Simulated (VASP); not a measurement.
Runs of VASP 6.6.1 on Al4NiPd3. The structure is that of space group Im-3m (No. 229), or close to it. The cells are those of the table. 

```tsv
cell	k mesh	smearing	gap on the mesh (eV)	pressure (GPa)
a = 5.261 Å, angles 109.5°, 8 atoms	10 × 10 × 10	gaussian 0.1 eV	none	0.0
a = 5.261 Å, angles 109.5°, 8 atoms	4 × 4 × 4	gaussian 0.1 eV	none	(a)
a = 5.258 Å, angles 109.5°, 8 atoms	6 × 6 × 6	gaussian 0.2 eV	none	0.2
a = 5.261 Å, angles 109.5°, 8 atoms	6 × 6 × 6	gaussian 0.2 eV	none	-0.1
```

Alike in all rows: task single point; no spin polarisation; cutoff (eV) 520.

Fill in the values left out.

(a) 0.3.

Caveats: some runs use coarse meshes.

A k mesh can miss the band edges, and the runs leave out spin-orbit coupling on Pd.

A gap of «none» marks levels without a gap at the run's occupations.
